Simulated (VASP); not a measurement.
A run of VASP 6.6.1 is set up as follows.

The input INCAR:

```
SYSTEM = Au
ALGO = Fast
EDIFF = 1E-6
ENCUT = 520
GGA = PE
ISIF = 2
ISMEAR = 0
LASPH = .TRUE.
LCHARG = .FALSE.
LREAL = .FALSE.
LWAVE = .FALSE.
NBANDS = 18
NELM = 60
PREC = Accurate
SIGMA = 0.1
```

The input KPOINTS:

```
k-points
0
G
  18 18 12
  0 0 0
```

File POSCAR:

```
Au
1.0
    2.0165796369      2.0165796369      0.0000000000
   -2.0165796369      2.0165796369      0.0000000000
    0.0000000000      0.0000000000      4.3771176399
Au
2
Direct
    0.0000000000      0.0000000000      0.0000000000
    0.5000000000      0.5000000000      0.5000000000
```

Potentials or basis: VASP PAW PBE potentials, release 64 (Au).

Command:

```sh
$ cat potpaw_PBE.64/Au/POTCAR > POTCAR
$ mpirun -np 1 vasp_std > vasp.out
```

(1) Predict the pressure.

(2) Estimate the band gap on the k mesh.

## Answers

(1) 1.4 GPa.

(2) zero (band 11 reaches 14.00 eV, above the bottom of band 12 at 6.42 eV).

Caveat: the cell differs from its parent crystal (biaxial strain in the a-b plane: -3.0 %, then relaxed in part); spin-orbit coupling is left out, which moves the levels of the heavy elements.
